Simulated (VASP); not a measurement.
Ta2N: single point with PBE

Crystal: Ta2N.

```xyz
3
Lattice="3.1129 0.0000 0.0000 -1.5564 2.6958 0.0000 0.0000 0.0000 4.8698" Properties=species:S:1:pos:R:3 pbc="T T T"
Ta    1.5564    0.8986    3.6294
Ta    0.0000    1.7972    1.2404
N     0.0000    0.0000    0.0000
```

```
Program             : VASP 6.6.1
Task                : single point
Functional          : PBE
Potentials or basis : VASP PAW PBE potentials, release 64 (Ta_pv, N)
Cutoff              : 520 eV
k mesh              : 3 × 3 × 1
Occupations         : gaussian, width 0.1 eV
Spin                : no spin polarisation
```

```yaml
Pressure: 0.6 GPa
Largest_force: 0.940 eV/Å
```

Forces on the atoms (eV/Å):
```
Ta   0.000  0.000  0.940
Ta   0.000  0.000 -0.940
N    0.000  0.000  0.000
```

Stress tensor (GPa, compression positive):
```
 13.04   0.00   0.00
  0.00  13.04   0.00
  0.00   0.00 -24.15
```

Levels at points of the mesh, in eV from the Fermi level:
```tsv
k point	band 11	band 12	band 13	band 14	band 15	band 16
(0.00, 0.00, 0.00)	-5.64	-1.26	-0.89	-0.89	-0.33	-0.33
```

It took 4 s on 1 thread of Intel(R) Xeon(R) Platinum 8488C (Sapphire Rapids), on a shared host, peak memory 0.14 GiB.

Caveat: the k points lie up to 1.29 Å⁻¹ apart; spin-orbit coupling is left out, which moves the levels of the heavy elements.
